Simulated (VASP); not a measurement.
# WS2 (P1) in VASP: single point with LDA

Aim: the single point of WS2 with LDA.

Program: VASP 6.6.1. These are calculated values, not measurements. Logs are shortened: lines on timing, memory, paths and dates and some standing lists are left out, and cuts for length are marked.

## (1) The cell of the first run

The typed cell holds 12 atoms: a = 7.392 Å, b = 7.392 Å, c = 7.392 Å, α = 52.33°, β = 52.33°, γ = 52.33°.

## (2) Single point, LDA

INCAR reads:

```
SYSTEM = WS2
ALGO = Normal
EDIFF = 1E-7
ENCUT = 520
ISIF = 2
ISMEAR = -1
LASPH = .TRUE.
LCHARG = .FALSE.
LREAL = .FALSE.
LWAVE = .FALSE.
NBANDS = 64
NELM = 80
PREC = Accurate
SIGMA = 0.17
```

KPOINTS reads:

```
k-points
0
G
  2 2 2
  0 0 0
```

POSCAR reads:

```
WS2
1.0
   -3.2599410000     -1.8821280000      6.3622860000
    3.2599410000     -1.8821280000      6.3622860000
    0.0000000000      3.7642550000      6.3622860000
W S
4 8
Direct
    0.0339645731      0.0472470221     -0.1164505015
    0.5490395273      0.5496530353     -0.1317445191
    0.5382275217      0.0584028868      0.3724866667
    0.0335787688      0.5461033820      0.3776938616
    0.2685965085      0.3171249942      0.1359373476
    0.4525537442      0.4620937942      0.2866659517
    0.7828906050      0.8138420854      0.1273174387
    0.9657087148      0.9453095726      0.2980619079
    0.8064167263      0.2907938976      0.6139039032
    0.9560045851      0.4530813727      0.7966463843
    0.2854564875      0.8022143061      0.6374795691
    0.4422030142      0.9577951676      0.8029678590
```

Potentials or basis: VASP PAW LDA potentials, release 64 (W_sv, S).

Launch:

```
> cat potpaw_LDA.64/W_sv/POTCAR potpaw_LDA.64/S/POTCAR > POTCAR
> mpirun -np 1 vasp_std > vasp.out
```

OUTCAR:

```text
SYSTEM = WS2
   EDIFF = 1E-7
   ENCUT = 520
   ISIF = 2
   ISMEAR = -1
   LASPH = .TRUE.
   LREAL = .FALSE.
   NELM = 80
   PREC = Accurate

 ion  position               nearest neighbor table
   1  0.034  0.047  0.884-   7 2.39  10 2.39  12 2.40  11 2.41   8 2.44   9 2.46   3 3.21   2 3.22
                             4 3.24   4 3.28   2 3.30   3 3.31
   2  0.549  0.550  0.868-  10 2.39  12 2.39   6 2.43  11 2.43   5 2.52   9 2.53   4 3.18   1 3.22
                             3 3.25   3 3.28   1 3.30   4 3.34
   3  0.538  0.058  0.372-   6 2.36   7 2.41  12 2.49   8 2.49   5 2.49  11 2.50   1 3.21   4 3.24
                             2 3.25   2 3.28   4 3.29   1 3.31
   4  0.034  0.546  0.378-   5 2.32   9 2.39   8 2.39   7 2.45   6 2.46  10 2.47   2 3.18   3 3.24
                             1 3.24   1 3.28   3 3.29   2 3.34
   5  0.269  0.317  0.136-   4 2.32   3 2.49   2 2.52
   6  0.453  0.462  0.287-   3 2.36   2 2.43   4 2.46
   7  0.783  0.814  0.127-   1 2.39   3 2.41   4 2.45
   8  0.966  0.945  0.298-   4 2.39   1 2.44   3 2.49
   9  0.806  0.291  0.614-   4 2.39   1 2.46   2 2.53
  10  0.956  0.453  0.797-   1 2.39   2 2.39   4 2.47
  11  0.285  0.802  0.637-   1 2.41   2 2.43   3 2.50
  12  0.442  0.958  0.803-   2 2.39   1 2.40   3 2.49

  LATTYP: Found a trigonal (rhomboedric) cell.
 ALAT       =     7.3924491393
 COS(alpha) =     0.6110687984

  Lattice vectors:

 A1 = (  -3.2599410000,  -1.8821280000,   6.3622860000)
 A2 = (   3.2599410000,  -1.8821280000,   6.3622860000)
 A3 = (   0.0000000000,   3.7642550000,   6.3622860000)

Analysis of symmetry for initial positions (statically):
=====================================================================
 Subroutine PRICEL returns:
 Original cell was already a primitive cell.

 Routine SETGRP: Setting up the symmetry group for a
 trigonal (rhombohedral) supercell.

 Subroutine GETGRP returns: Found  1 space group operations
 (whereof  1 operations were pure point group operations)
 out of a pool of 12 trial point group operations.

The static configuration has the point symmetry C_1 .

Analysis of symmetry for dynamics (positions and initial velocities):
=====================================================================
 Subroutine PRICEL returns:
 Original cell was already a primitive cell.

 Routine SETGRP: Setting up the symmetry group for a
 trigonal (rhombohedral) supercell.

 Subroutine GETGRP returns: Found  1 space group operations
 (whereof  1 operations were pure point group operations)
 out of a pool of 12 trial point group operations.

The dynamic configuration has the point symmetry C_1 .

 Subroutine INISYM returns: Found  1 space group operations
 (whereof  1 operations are pure point group operations),
 and found     1 'primitive' translations

----------------------------------------------------------------------------------------

                                     Primitive cell

  volume of cell :     234.2196

  direct lattice vectors                    reciprocal lattice vectors
    -3.259941000 -1.882128000  6.362286000    -0.153377009 -0.088552264  0.052392065
     3.259941000 -1.882128000  6.362286000     0.153377009 -0.088552264  0.052392065
     0.000000000  3.764255000  6.362286000     0.000000000  0.177104529  0.052392079

  length of vectors
     7.392449139  7.392449139  7.392448772     0.184691470  0.184691470  0.184691483

  position of ions in fractional coordinates (direct lattice)
     0.033964573  0.047247022  0.883549499
     0.549039527  0.549653035  0.868255481
     0.538227522  0.058402887  0.372486667
     0.033578769  0.546103382  0.377693862
     0.268596509  0.317124994  0.135937348
     0.452553744  0.462093794  0.286665952
     0.782890605  0.813842085  0.127317439
     0.965708715  0.945309573  0.298061908
     0.806416726  0.290793898  0.613903903
     0.956004585  0.453081373  0.796646384
     0.285456487  0.802214306  0.637479569
     0.442203014  0.957795168  0.802967859

  ion indices of the primitive-cell ions
   primitive index   ion index
                 1           1
                 2           2
                 3           3
                 4           4
                 5           5
                 6           6
                 7           7
                 8           8
                 9           9
                10          10
                11          11
                12          12

----------------------------------------------------------------------------------------

 KPOINTS: k-points

Automatic generation of k-mesh.
 Grid dimensions read from file:
 generate k-points for:    2    2    2

 Generating k-lattice:

  Cartesian coordinates                     Fractional coordinates (reciprocal lattice)
    -0.076688504 -0.044276132  0.026196033     0.500000000  0.000000000 -0.000000000
     0.076688504 -0.044276132  0.026196033     0.000000000  0.500000000 -0.000000000
     0.000000000  0.088552264  0.026196040    -0.000000000 -0.000000000  0.500000000

  Length of vectors
     0.092345735  0.092345735  0.092345742

  Shift w.r.t. Gamma in fractional coordinates (k-lattice)
     0.000000000  0.000000000  0.000000000

 Subroutine IBZKPT returns following result:
 ===========================================

 Found      8 irreducible k-points:

 Following reciprocal coordinates:
            Coordinates               Weight
  0.000000  0.000000  0.000000      1.000000
  0.500000  0.000000 -0.000000      1.000000
  0.000000  0.500000 -0.000000      1.000000
 -0.000000 -0.000000  0.500000      1.000000
  0.500000  0.500000 -0.000000      1.000000
  0.500000 -0.000000  0.500000      1.000000
 -0.000000  0.500000  0.500000      1.000000
  0.500000  0.500000  0.500000      1.000000
   k-points           NKPTS =      8   k-points in BZ     NKDIM =      8   number of bands    NBANDS=     64
   number of dos      NEDOS =    301   number of ions     NIONS =     12
   total plane-waves  NPLWV = 175616
   dimension x,y,z NGX =    56 NGY =   56 NGZ =   56
   dimension x,y,z NGXF=   112 NGYF=  112 NGZF=  112
   ions per type =               4   8
   NGX,Y,Z   is equivalent  to a cutoff of  12.59, 12.59, 12.59 a.u.
   NGXF,Y,Z  is equivalent  to a cutoff of  25.19, 25.19, 25.19 a.u.
 SYSTEM =  WS2
   PREC   = accura    normal or accurate (medium, high low for compatibility)
   ISTART =      0    job   : 0-new  1-cont  2-samecut
   ICHARG =      2    charge: 1-file 2-atom 10-const
   ISPIN  =      1    spin polarized calculation?
   LNONCOLLINEAR =      F non collinear calculations
   LSORBIT =      F    spin-orbit coupling
   LASPH  =      T    aspherical Exc in radial PAW
   ENCUT  =  520.0 eV  38.22 Ry    6.18 a.u.  13.75 13.75 13.75*2*pi/ulx,y,z
   NELM   =     80;   NELMIN=  2; NELMDL= -5     # of ELM steps
   EDIFF  = 0.1E-06   stopping-criterion for ELM
   LREAL  =      F    real-space projection
   EDIFFG = 0.1E-05   stopping-criterion for IOM
   NSW    =      0    number of steps for IOM
   IBRION =     -1    ionic relax: 0-MD 1-quasi-New 2-CG
   NFREE  =      0    steps in history (QN), initial steepest desc. (CG)
   ISIF   =      2    stress and relaxation
   ISYM   =      2    0-nonsym 1-usesym 2-fastsym
   POTIM  = 0.5000    time-step for ionic-motion
   TEBEG  =    0.0;   TEEND  =   0.0 temperature during run
   PSTRESS=    0.0 pullay stress
   NELECT =     104.0000    total number of electrons
   NUPDOWN=      -1.0000    fix difference up-down
   EMIN   =  10.00;   EMAX   =-10.00  energy-range for DOS
   EFERMI =   0.00;   METHOD = LEGACY
   ISMEAR =    -1;   SIGMA  =   0.17  broadening in eV -4-tet -1-fermi 0-gaus
   EFERMI_NEDOS =   21; number of points for ismear=-14 and -15
   IALGO  =     38    algorithm
   IMIX   =      4    mixing-type and parameters
     AMIX     =   0.40;   BMIX     =  1.00
     AMIX_MAG =   1.60;   BMIX_MAG =  1.00
  volume/ion in A,a.u.               =      19.52       131.72
  Fermi-wavevector in a.u.,A,eV,Ry     =   1.248949  2.360172 21.223384  1.559875
  Thomas-Fermi vector in A             =   2.383013
   LORBIT       =      0    0 simple, 1 ext, 2 COOP (PROOUT), +10 PAW based schemes
   GGA     = CA    functional components
   LHFCALC =     F    Hartree Fock is set to
   AEXX    =    0.0000 exact exchange contribution
   IVDW    =     0    specifies the selected vdW correction
   LEPSILON=     F    determine dielectric tensor
   LRPA    =     F    only Hartree local field effects (RPA)
 non-spin polarized calculation
  energy-cutoff  :      520.00
  volume of cell :      234.22
 maximum number of plane-waves:      6324
 NGX is ok and might be reduce to    56
   NGX = 27   NGY = 27   NGZ = 27

 number of electron     104.0000002 magnetization

 Free energy of the ion-electron system (eV)
  ---------------------------------------------------
  ext. energy  EPLUGINS =         0.00000000
  ---------------------------------------------------
  free energy    TOTEN  =      -104.05877854 eV

  energy without entropy =     -104.02168973  energy(sigma->0) =     -104.04023414

 E-fermi :   6.6829     XC(G=0): -10.7019

 val. band max:        6.2776570072   @ k =   0.5000   0.5000   0.5000
 cond. band min:       7.4332152413   @ k =  -0.0000   0.5000   0.5000
 fundamental gap:      1.1555582341
 Fermi energy:         6.6828650307

 k-point     1 :       0.0000    0.0000    0.0000
  band No.  band energies     occupation
      1     -68.1170      2.00000
      2     -68.1074      2.00000
      3     -68.0747      2.00000
      4     -68.0615      2.00000
      5     -32.7404      2.00000
      6     -32.7384      2.00000
[... 56 lines left out ...]
     63       9.0661      0.00000
     64       9.2696      0.00000

 k-point     2 :       0.5000    0.0000   -0.0000
  band No.  band energies     occupation
      1     -68.1163      2.00000
      2     -68.1073      2.00000
      3     -68.0753      2.00000
      4     -68.0617      2.00000
      5     -32.6893      2.00000
      6     -32.6846      2.00000
[... 56 lines left out ...]
     63       8.9294      0.00000
     64       8.9820      0.00000

 k-point     3 :       0.0000    0.5000   -0.0000
  band No.  band energies     occupation
      1     -68.1154      2.00000
      2     -68.1086      2.00000
      3     -68.0744      2.00000
      4     -68.0622      2.00000
      5     -32.6898      2.00000
      6     -32.6838      2.00000
[... 56 lines left out ...]
     63       8.8362      0.00001
     64       8.9598      0.00000

 k-point     4 :      -0.0000   -0.0000    0.5000
  band No.  band energies     occupation
      1     -68.1153      2.00000
      2     -68.1087      2.00000
      3     -68.0744      2.00000
      4     -68.0622      2.00000
      5     -32.6946      2.00000
      6     -32.6935      2.00000
[... 56 lines left out ...]
     63       8.8662      0.00001
     64       8.9482      0.00000

 k-point     5 :       0.5000    0.5000   -0.0000
  band No.  band energies     occupation
      1     -68.1153      2.00000
      2     -68.1087      2.00000
      3     -68.0744      2.00000
      4     -68.0622      2.00000
      5     -32.6946      2.00000
      6     -32.6935      2.00000
[... 56 lines left out ...]
     63       8.9792      0.00000
     64       9.0738      0.00000

 k-point     6 :       0.5000   -0.0000    0.5000
  band No.  band energies     occupation
      1     -68.1154      2.00000
      2     -68.1086      2.00000
      3     -68.0744      2.00000
      4     -68.0622      2.00000
      5     -32.6898      2.00000
      6     -32.6838      2.00000
[... 56 lines left out ...]
     63       9.0015      0.00000
     64       9.0842      0.00000

 k-point     7 :      -0.0000    0.5000    0.5000
  band No.  band energies     occupation
      1     -68.1163      2.00000
      2     -68.1073      2.00000
      3     -68.0753      2.00000
      4     -68.0617      2.00000
      5     -32.6893      2.00000
      6     -32.6846      2.00000
[... 56 lines left out ...]
     63       8.9121      0.00000
     64       9.2865      0.00000

 k-point     8 :       0.5000    0.5000    0.5000
  band No.  band energies     occupation
      1     -68.1170      2.00000
      2     -68.1074      2.00000
      3     -68.0747      2.00000
      4     -68.0615      2.00000
      5     -32.7404      2.00000
      6     -32.7384      2.00000
[... 56 lines left out ...]
     63       9.2210      0.00000
     64       9.6072      0.00000

------------------------ aborting loop because EDIFF is reached ----------------------------------------

  FORCE on cell =-STRESS in cart. coord.  units (eV):
  Direction    XX          YY          ZZ          XY          YZ          ZX
  --------------------------------------------------------------------------------------
  -------------------------------------------------------------------------------------
  Total      -16.8967249    -17.7713297     -6.5126995      0.1165240     -1.9563204      3.9118969
  in kB     -115.5819076   -121.5646346    -44.5500674      0.7970813    -13.3821933     26.7592983
  external PRESSURE =     -93.8988699 kB  Pullay stress =       0.0000000 kB

 VOLUME and BASIS-vectors are now :
 -----------------------------------------------------------------------------
  energy-cutoff  :      520.00
  volume of cell :      234.22
      direct lattice vectors                 reciprocal lattice vectors
    -3.259941000 -1.882128000  6.362286000    -0.153377009 -0.088552264  0.052392065
     3.259941000 -1.882128000  6.362286000     0.153377009 -0.088552264  0.052392065
     0.000000000  3.764255000  6.362286000     0.000000000  0.177104529  0.052392079

 POSITION                                       TOTAL-FORCE (eV/Angst)
 -----------------------------------------------------------------------------------
      0.04330      3.17306      6.13809        -0.181220     -0.387385     -0.257139
      0.00200      1.20045     12.51429         0.220679      1.159746     -1.220887
     -1.56420      0.27920      6.16580        -0.437421      1.143728     -0.629024
      1.67080      0.33070      6.09110         0.261605     -0.011831      1.001222
      0.15820     -0.59070      4.59140        -1.498057     -0.971804      0.242978
      0.03110     -0.64240      7.64310         0.324247     -0.195984      0.015877
      0.10090     -2.52600     10.96890        -0.164812      0.433872      0.210740
     -0.06650     -2.47480     14.05480         1.020945     -0.055154     -0.499970
     -1.68090      0.24580     10.88660         0.697172      0.890591      0.978735
     -1.63950      0.34670     14.03350         0.200112     -0.455590     -0.342748
      1.68460      0.35250     10.97590        -0.272015     -0.648641      0.503816
      1.68080      0.38760     14.01590        -0.171235     -0.901547     -0.003599
 -----------------------------------------------------------------------------------
    total drift:                               -0.000138      0.000091      0.000325

  FREE ENERGIE OF THE ION-ELECTRON SYSTEM (eV)
  ---------------------------------------------------
  free  energy   TOTEN  =      -104.0587785397 eV

  energy  without entropy=     -104.0216897337  energy(sigma->0) =     -104.04023414
```

Run time: 4.1 min. Hardware: 1 thread of Intel Xeon Platinum 8488C (Sapphire Rapids), shared host; peak memory 0.35 GiB.

Results:

```
Free energy            : -104.0588 eV
Pressure               : -9.4 GPa
Largest force          : 1.802 eV/Å
Band gap on the k mesh : 1.16 eV
```

Forces in eV/Å, atoms in the order of the input:
```
W   -0.181 -0.387 -0.257
W    0.221  1.160 -1.221
W   -0.437  1.144 -0.629
W    0.262 -0.012  1.001
S   -1.498 -0.972  0.243
S    0.324 -0.196  0.016
S   -0.165  0.434  0.211
S    1.021 -0.055 -0.500
S    0.697  0.891  0.979
S    0.200 -0.456 -0.343
S   -0.272 -0.649  0.504
S   -0.171 -0.902 -0.004
```

Caveat: the k points lie up to 0.58 Å⁻¹ apart; the atoms stand as in a frame of molecular dynamics; spin-orbit coupling is left out, which moves the levels of the heavy elements; forces of over 1 eV/Å act on the atoms, so gaps and moduli don't describe the material at rest.
